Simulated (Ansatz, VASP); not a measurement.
Hf in VASP and in Ansatz

```xyz
6
Lattice="3.1590 0.0000 0.0000 1.5795 2.7358 0.0000 0.0000 0.0000 28.4984" Properties=species:S:1:pos:R:3 pbc="T T T"
Hf    3.1590    1.8239    8.0000
Hf    0.0000    0.0000   10.4997
Hf    3.1590    1.8239   12.9994
Hf    0.0000    0.0000   15.4990
Hf    3.1590    1.8239   17.9987
Hf    0.0000    0.0000   20.4984
```

Alike in both runs: task single point; functional PBEsol; k mesh 10 × 10 × 1; no spin polarisation.

|  | VASP | Ansatz |
| --- | --- | --- |
| version | VASP 6.6.1 | Ansatz 0.2.0 |
| potentials or method | VASP PAW PBE potentials, release 64 (Hf_pv) | plane-wave PAW, scalar-relativistic |
| plane-wave cutoff (eV) | 520 | 420 |
| occupations | methfessel-paxton of order 1, width 0.1 eV | cold, width 0.1 eV |
| valence electrons in the cell | 60 | 156 |

VASP gave:

- rms of the force components (eV/Å): 0.360

Problem. What did Ansatz give for the same quantities?

Solution. rms of the force components (eV/Å): 0.355.

VASP's potentials were made for PBE, not for PBEsol, and Ansatz warns of the same on its side. Atom by atom the forces differ by 0.010 eV/Å (rms over components). VASP's potentials hold 60 valence electrons a cell and Ansatz's 156, so a difference there can come from the potentials and not from the codes.

Spin-orbit coupling is off throughout.
